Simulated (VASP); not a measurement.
# Fe (P6_3/mmc) in VASP: notebook, part 2 of 2

VASP 6.6.1.

## Step 3: Single point, PBEsol, collinear spin (9.09 Å³/atom)

This run uses another cell than the first one, of 9.09 Å³/atom.

INCAR reads:

```
ALGO     = Normal         # electronic algorithm
EDIFF    = 1E-6           # SCF threshold, eV
ENCUT    = 520            # plane-wave cutoff, eV
GGA      = PS             # functional
ISIF     = 2              # what is computed and relaxed
ISMEAR   = -1             # smearing method
ISPIN    = 2              # spin polarisation
LASPH    = True           # aspherical terms in the spheres
LCHARG   = False          # write CHGCAR
LMAXMIX  = 4              # l up to which the mixer works
LORBIT   = 11             # projections on sites
LREAL    = False          # projectors in reciprocal space
LWAVE    = False          # write WAVECAR
MAGMOM   = 0.012 0.012 -0.445 -0.445 # initial moments
NBANDS   = 28             # bands
NELM     = 150            # most SCF steps
PREC     = Accurate       # precision mode
SIGMA    = 0.05           # smearing width, eV
```

KPOINTS reads:

```
k-points
0
Gamma
  17 17 5
```

POSCAR reads:

```
Fe
1.0
    2.3528261547      0.0000000000      0.0000000000
   -1.1764130774      2.0376072206      0.0000000000
    0.0000000000      0.0000000000      7.5845147923
Fe
4
Direct
    0.0000000000      0.0000000000      0.0000000000
    0.0000000000      1.0000000000      0.5000000000
    0.3333333333      0.6666666667      0.2500000000
    0.6666666667      0.3333333333      0.7500000000
```

Potentials or basis: VASP PAW PBE potentials, release 64 (Fe).

The run is started by

```console
> cat potpaw_PBE.64/Fe/POTCAR > POTCAR
> mpirun -np 1 vasp_std > vasp.out
```

OUTCAR:

```text
EDIFF = 1E-6
   ENCUT = 520
   GGA = PS
   ISIF = 2
   ISMEAR = -1
   ISPIN = 2
   LASPH = True
   LORBIT = 11
   LREAL = False
   NELM = 150
   PREC = Accurate

 ion  position               nearest neighbor table
   1  0.000  0.000  0.000-   3 2.33   4 2.33   3 2.33   4 2.33   4 2.33   3 2.33
   2  0.000  0.000  0.500-   3 2.33   4 2.33   3 2.33   4 2.33   4 2.33   3 2.33
   3  0.333  0.667  0.250-   1 2.33   2 2.33   1 2.33   2 2.33   1 2.33   2 2.33
   4  0.667  0.333  0.750-   1 2.33   2 2.33   1 2.33   2 2.33   1 2.33   2 2.33

  LATTYP: Found a hexagonal cell.
[... 1722 lines left out ...]
     2.352826155  0.000000000  0.000000000     0.425020777  0.245385860  0.000000000
    -1.176413077  2.037607221  0.000000000     0.000000000  0.490771720  0.000000000
     0.000000000  0.000000000  7.584514792     0.000000000  0.000000000  0.131847590

 POSITION                                       TOTAL-FORCE (eV/Angst)
 -----------------------------------------------------------------------------------
      0.00000      0.00000      0.00000         0.000000      0.000000      0.000000
      0.00000      0.00000      3.79226         0.000000      0.000000      0.000000
     -0.00000      1.35840      1.89613        -0.000000     -0.000000      0.000000
      1.17641      0.67920      5.68839         0.000000     -0.000000     -0.000000
 -----------------------------------------------------------------------------------
    total drift:                                0.000000     -0.000000      0.000000

  FREE ENERGIE OF THE ION-ELECTRON SYSTEM (eV)
  ---------------------------------------------------
  free  energy   TOTEN  =       -35.2618463270 eV

  energy  without entropy=      -35.2087754992  energy(sigma->0) =      -35.23531091

 total charge

# of ion       s       p       d       tot
------------------------------------------
    1        0.603   0.766   6.471   7.840
    2        0.603   0.766   6.471   7.840
    3        0.603   0.768   6.472   7.842
    4        0.603   0.768   6.472   7.842
--------------------------------------------------
tot          2.411   3.068  25.885  31.364

 magnetization (x)

# of ion       s       p       d       tot
------------------------------------------
    1        0.000   0.001  -0.005  -0.003
    2        0.000   0.001  -0.005  -0.003
    3        0.000  -0.000  -0.067  -0.067
    4        0.000  -0.000  -0.067  -0.067
--------------------------------------------------
tot          0.001   0.002  -0.143  -0.140
```

OSZICAR:

```text
N       E                     dE             d eps       ncg     rms          rms(c)
DAV:   1     0.228870846408E+03    0.22887E+03   -0.13421E+04 11736   0.155E+03
DAV:   2    -0.285101437078E+02   -0.25738E+03   -0.23491E+03 11088   0.312E+02
DAV:   3    -0.415485590573E+02   -0.13038E+02   -0.11992E+02 11960   0.101E+02
DAV:   4    -0.417195337602E+02   -0.17097E+00   -0.17064E+00 12072   0.134E+01
[... 15 lines left out ...]
DAV:  20    -0.352618426903E+02   -0.38859E-05   -0.71705E-05 19636   0.118E-01    0.401E-03
DAV:  21    -0.352618445342E+02   -0.18439E-05   -0.42425E-05 19432   0.915E-02    0.285E-03
DAV:  22    -0.352618451304E+02   -0.59616E-06   -0.13197E-04 16672   0.176E-01    0.202E-03
DAV:  23    -0.352618462958E+02   -0.11654E-05   -0.10667E-05 11448   0.275E-02    0.157E-03
DAV:  24    -0.352618463270E+02   -0.31220E-07   -0.41919E-07  5672   0.114E-02
   1 F= -.35261846E+02 E0= -.35235311E+02  d E =-.530708E-01  mag=    -0.1419
```

stdout:

```text
POSCAR found type information on POSCAR Fe
 POSCAR found :  1 types and       4 ions
 scaLAPACK will be used
 -----------------------------------------------------------------------------
|                                                                             |
|                                                                             |
|     You enforced a specific xc type in the INCAR file but a different       |
|     I HOPE YOU KNOW WHAT YOU ARE DOING!                                     |
|                                                                             |
 -----------------------------------------------------------------------------

 LDA part: xc-table for (Slater+PW92), standard interpolation
 POSCAR, INCAR and KPOINTS ok, starting setup
 FFT: planning ... GRIDC
 FFT: planning ... GRID_SOFT
 FFT: planning ... GRID
 WAVECAR not read
 entering main loop
```

It took 2.5 min on 1 thread of Intel Xeon 6975P-C (Granite Rapids), shared host; peak memory 0.26 GiB.

Results:

```
Free energy                                           : -35.2618 eV
Pressure                                              : 30.6 GPa
Net moment                                            : -0.14 μB per cell
Site moments                                          : Fe -0.00, -0.07 (each value once) μB
Valence electrons inside the program's atomic spheres : Fe 7.84
```

Levels at points of the mesh, in eV from the Fermi level:
Spin up:
| k point | band 11 | band 12 | band 13 | band 14 | band 15 | band 16 | band 17 | band 18 | band 19 | band 20 |
| --- | --- | --- | --- | --- | --- | --- | --- | --- | --- | --- |
| (0.00, 0.00, 0.00) | -1.88 | -1.62 | -1.62 | -1.55 | -1.55 | -0.52 | -0.52 | 0.04 | 0.04 | 0.33 |
Spin down:
```tsv
k point	band 12	band 13	band 14	band 15	band 16	band 17	band 18	band 19	band 20	band 21
(0.00, 0.00, 0.00)	-1.68	-1.68	-1.56	-1.56	-0.55	-0.55	-0.04	-0.04	0.33	0.42
```

Caveat: the cell stands under pressure; the PAW data sets were made with another functional, which shifts forces and pressure a little.

## Step 4: Single point, PBEsol, collinear spin (9.49 Å³/atom)

This run uses another cell than the first one, of 9.49 Å³/atom.

INCAR reads:

```
SYSTEM = Fe
PREC = Accurate ; ENCUT = 520
EDIFF = 1E-7 ; ISMEAR = -1
SIGMA = 0.05 ; LREAL = .FALSE.
LASPH = .TRUE. ; NELM = 150
ALGO = Normal ; ISIF = 2
LWAVE = .FALSE. ; LCHARG = .FALSE.
ISPIN = 2 ; MAGMOM = 0.012 0.012 -0.445 -0.445
LORBIT = 11 ; LMAXMIX = 4
GGA = PS ; NBANDS = 28
```

KPOINTS reads:

```
regular mesh
0
G
  17 17 5
  0 0 0
```

POSCAR reads:

```
Fe
1.0
    2.3864424986      0.0000000000      0.0000000000
   -1.1932212493      2.0667198285      0.0000000000
    0.0000000000      0.0000000000      7.6928796443
Fe
4
Direct
    0.0000000000      0.0000000000      0.0000000000
    0.0000000000      1.0000000000      0.5000000000
    0.3333333333      0.6666666667      0.2500000000
    0.6666666667      0.3333333333      0.7500000000
```

The run is started by

```console
> cat potpaw_PBE.64/Fe/POTCAR > POTCAR
> mpirun -np 1 vasp_std > vasp.out
```

Wall time 2.1 min (1 thread of Intel Xeon 6975P-C (Granite Rapids), shared host); peak memory 0.26 GiB.

The run converged. Its results:

* Free energy: -35.4749 eV
* Pressure: 13.2 GPa
* Net moment: -0.65 μB per cell
* Site moments: Fe -0.00, -0.32 (each value once) μB
* Valence electrons inside the program's atomic spheres: Fe 7.71

Stress tensor (GPa, compression positive):
```
13.41  0.00  0.00
 0.00 13.41  0.00
 0.00  0.00 12.86
```

Levels at points of the mesh, in eV from the Fermi level:
Spin up:
| k point | band 13 | band 14 | band 15 | band 16 | band 17 | band 18 |
| --- | --- | --- | --- | --- | --- | --- |
| (0.00, 0.00, 0.00) | -1.45 | -1.42 | -1.42 | -0.45 | -0.45 | 0.19 |
Spin down:
```csv
k point,band 13,band 14,band 15,band 16,band 17,band 18,band 19,band 20
"(0.00, 0.00, 0.00)",-1.70,-1.49,-1.49,-0.57,-0.57,-0.21,-0.21,0.28
```

Caveat: the cell stands under pressure; the PAW data sets were made with another functional, which shifts forces and pressure a little.

## Step 5: Summary

| cell | gap on the mesh (eV) | pressure (GPa) | moment (μB) |
| --- | --- | --- | --- |
| a = 2.318, b = 2.318, c = 7.473 Å, angles 90.0, 90.0, 120.0°, 4 atoms | none | 52.9 | 0.00 |
| a = 2.353, b = 2.353, c = 7.585 Å, angles 90.0, 90.0, 120.0°, 4 atoms | none | 30.6 | 0.14 |
| a = 2.386, b = 2.386, c = 7.693 Å, angles 90.0, 90.0, 120.0°, 4 atoms | none | 13.2 | 0.65 |

Alike in all rows: task single point; level PBEsol; potentials or basis VASP PAW PBE potentials, release 64 (Fe); spin collinear; k mesh 17 × 17 × 5; cutoff (eV) 520; smearing fermi-dirac 0.05 eV.

Caveats: the cell stands under pressure; the PAW data sets were made with another functional, which shifts forces and pressure a little.

Total energies depend on the potentials used, so only differences within one code and one set of settings carry meaning.
